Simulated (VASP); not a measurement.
Input of a VASP 6.6.1 run:

INCAR

```
SYSTEM = TaBi
PREC = Accurate ; ENCUT = 520
EDIFF = 1E-7 ; ISMEAR = 0
SIGMA = 0.05 ; LREAL = .False.
LASPH = .True. ; NELM = 100
ALGO = Normal ; ISIF = 2
LWAVE = .False. ; LCHARG = .True.
GGA = PE ; LELF = .True.
LVHAR = .True. ; ISYM = 0
NBANDS = 20
```

Contents of KPOINTS:

```
Automatic mesh
0
Gamma
  10 10 10
  0.5 0.5 0.5
```

Contents of POSCAR:

```
TaBi
1.0
    0.0000000000      3.2304824722      3.2304824722
    3.2304824722      0.0000000000      3.2304824722
    3.2304824722      3.2304824722      0.0000000000
Ta Bi
1 1
Direct
    0.0000000000      0.0000000000      0.0000000000
    0.2500000000      0.2500000000      0.2500000000
```

Potentials or basis: VASP PAW PBE potentials, release 64 (Ta_pv, Bi_d).

The run is started by

```console
$ cat potpaw_PBE.64/Ta_pv/POTCAR potpaw_PBE.64/Bi_d/POTCAR > POTCAR
$ mpirun -np 1 vasp_std > vasp.out
```

Question: What does it give for the pressure?

Answer: -0.1 GPa.

Question: Estimate the band gap on the k mesh.

Answer: Zero (bands 13 and 14 overlap by 0.25 eV).

Caveat: spin-orbit coupling is left out, which moves the levels of the heavy elements.
